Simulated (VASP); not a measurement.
A run of VASP 6.6.1 is set up as follows.

Contents of POSCAR:

```
TlB
1.0
   -2.1374878100      2.1374878100      2.3428653300
    2.1374878100     -2.1374878100      2.3428653300
    2.1374878100      2.1374878100     -2.3428653300
Tl B
1 1
Direct
    0.5000000000      0.5000000000      0.0000000000
    0.0000000000      0.0000000000      0.0000000000
```

Contents of INCAR.step1:

```
SYSTEM = TlB
  ALGO = Normal
  EDIFF = 1E-5
  ENCUT = 550
  GGA = PE
  GGA_COMPAT = .FALSE.
  ISMEAR = -1
  LASPH = .TRUE.
  LCHARG = .FALSE.
  LNONCOLLINEAR = .TRUE.
  LREAL = .FALSE.
  LSORBIT = .TRUE.
  LWAVE = .TRUE.
  MAGMOM = 0 0 0 0 0 0
  NBANDS = 28
  NELM = 200
  PREC = Accurate
  SIGMA = 0.05
```

The input INCAR.step2:

```
SYSTEM = TlB
  ALGO = Normal
  EDIFF = 1E-6
  ENCUT = 550
  GGA_COMPAT = .FALSE.
  ISIF = 2
  ISMEAR = -1
  ISTART = 1
  LASPH = .TRUE.
  LCHARG = .TRUE.
  LMIXTAU = .TRUE.
  LNONCOLLINEAR = .TRUE.
  LORBIT = 11
  LORBMOM = .TRUE.
  LREAL = .FALSE.
  LSORBIT = .TRUE.
  LVHAR = .TRUE.
  LWAVE = .FALSE.
  MAGMOM = 0 0 0 0 0 0
  METAGGA = R2SCAN
  NBANDS = 28
  NELM = 200
  PREC = Accurate
  SIGMA = 0.05
```

File KPOINTS:

```
k-points
0
G
  7 7 7
  0 0 0
```

Potentials or basis: VASP PAW PBE potentials, release 64 (Tl_d, B).

Run with:

```sh
$ cat potpaw_PBE.64/Tl_d/POTCAR potpaw_PBE.64/B/POTCAR > POTCAR
$ cp INCAR.step1 INCAR
$ mpirun -np 1 vasp_ncl > vasp.out
$ cp INCAR.step2 INCAR
$ mpirun -np 1 vasp_ncl > vasp.out
```

(1) Estimate the net moment.

(2) Predict the pressure.

Answers

(1) 0.00 μB per cell.

(2) -6.2 GPa.

Caveat: the cell stands under tension; the PAW data sets were made with another functional, which shifts forces and pressure a little.
